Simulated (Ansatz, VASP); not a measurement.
La4Ir in VASP and in Ansatz

```xyz
5
Lattice="5.5344 0.0000 0.0000 0.0000 5.5344 0.0000 0.0000 0.0000 5.5344" Properties=species:S:1:pos:R:3 pbc="T T T"
La    1.3492    4.1852    4.1852
La    4.1852    1.3492    4.1852
La    4.1852    4.1852    1.3492
La    1.3492    1.3492    1.3492
Ir    0.0000    0.0000    0.0000
```

Change from the starting cell: species swapped into the SnI4 type (P-43m, No. 215).

Alike in both runs: task single point; functional PBE; k mesh 4 × 4 × 4; occupations gaussian, width 0.1 eV; no spin polarisation.

|  | VASP | Ansatz |
| --- | --- | --- |
| version | VASP 6.6.1 | Ansatz 0.2.0 |
| potentials or method | VASP PAW PBE potentials, release 64 (La, Ir), cutoff 520 eV | scalar-relativistic, plane waves, PAW |
| valence electrons in the cell | 53 | 61 |

```csv
,VASP,Ansatz,Ansatz less VASP
gap on the k mesh at the Fermi level (eV),none,none,-
pressure (GPa),20.2,19.5,-0.64
rms of the force components (eV/Å),3.456,3.353,-0.1035
```

Atom by atom the forces differ by 0.104 eV/Å (rms over components). A gap of «none» marks a metal or a gap that the smearing closes. VASP's potentials hold 53 valence electrons a cell and Ansatz's 61, so a difference there can come from the potentials and not from the codes.

Spin-orbit coupling is off throughout.
